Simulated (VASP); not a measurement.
Write the native input for VASP 6.6.1 that does the following.

- Task: single point
- Functional: r2SCAN
- Potentials or basis: VASP PAW PBE potentials, release 64 (Li_sv, Cl)
- Cutoff: 520 eV
- k mesh: 8 × 8 × 8
- Occupations: gaussian, width 0.01 eV
- Spin: no spin polarisation
- Dipole correction: no
- Further INCAR settings: ALGO = Normal; EDIFF = 1e-06; NBANDS = 12

The system is LiCl.

```
CELL_PARAMETERS angstrom
0.00000 2.63272 2.63272
2.63272 0.00000 2.63272
2.63272 2.63272 0.00000
ATOMIC_POSITIONS crystal
Li 0.00000 0.00000 0.00000
Cl 0.50000 0.50000 0.50000
```

This cell differs from its parent crystal: strain +3.0%.

These files were run (other wordings do the same):

POSCAR

```
LiCl
1.0
    0.0000000000      2.6327181046      2.6327181046
    2.6327181046      0.0000000000      2.6327181046
    2.6327181046      2.6327181046      0.0000000000
Li Cl
1 1
Direct
    0.0000000000      0.0000000000      0.0000000000
    0.5000000000      0.5000000000      0.5000000000
```

INCAR.step1

```
ALGO = Normal
EDIFF = 1E-4
ENCUT = 520
GGA = PE
ISMEAR = 0
LASPH = True
LCHARG = False
LREAL = False
LWAVE = True
NBANDS = 12
NELM = 80
PREC = Accurate
SIGMA = 0.01
```

INCAR.step2

```
ALGO = Normal
EDIFF = 1E-6
ENCUT = 520
ISIF = 2
ISMEAR = 0
ISTART = 1
LASPH = True
LCHARG = True
LELF = True
LMIXTAU = True
LREAL = False
LVHAR = True
LWAVE = False
METAGGA = R2SCAN
NBANDS = 12
NELM = 80
PREC = Accurate
SIGMA = 0.01
```

KPOINTS

```
k-points
0
Gamma
  8 8 8
```

Potentials or basis: VASP PAW PBE potentials, release 64 (Li_sv, Cl).

Command:

```console
$ cat potpaw_PBE.64/Li_sv/POTCAR potpaw_PBE.64/Cl/POTCAR > POTCAR
$ cp INCAR.step1 INCAR
$ mpirun -np 1 vasp_std > vasp.out
$ cp INCAR.step2 INCAR
$ mpirun -np 1 vasp_std > vasp.out
```

Results of the run:

- Band gap on the k mesh: 6.85 eV, direct

Caveat: the cell differs from its parent crystal (strain +3.0%).

Wall time 86 s on 1 thread of AMD EPYC 7R43 64-Core Processor (Zen 3) (shared host), peak memory 0.12 GiB.
